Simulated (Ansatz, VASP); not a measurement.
**Ge in VASP and in Ansatz**

```
Ge
1.0
     0.00000    2.80992    2.80992
     2.80992    0.00000    2.80992
     2.80992    2.80992    0.00000
Ge
2
Cartesian
  4.2149 4.2149 4.2149
  2.8099 2.8099 2.8099
```

Alike in both runs: task single point; functional revPBE; dispersion D3(BJ); k mesh 8 × 8 × 8; occupations fermi-dirac, width 0.05 eV; no spin polarisation.

```csv
,VASP,Ansatz
version,VASP 6.6.1,Ansatz 0.2.0
potentials or method,"VASP PAW PBE potentials, release 64 (Ge_d)",Ansatz PAW
plane-wave cutoff (eV),520,420
valence electrons in the cell,28,28
```

|  | VASP | Ansatz | Ansatz less VASP |
| --- | --- | --- | --- |
| gap on the k mesh at the Fermi level (eV) | 0.31 | 0.29 | -0.014 |
| least direct gap on the mesh (eV) | 0.31 | 0.29 | -0.014 |
| pressure (GPa) | 2.0 | 2.2 | +0.16 |

VASP's potentials were made for PBE, not for revPBE.
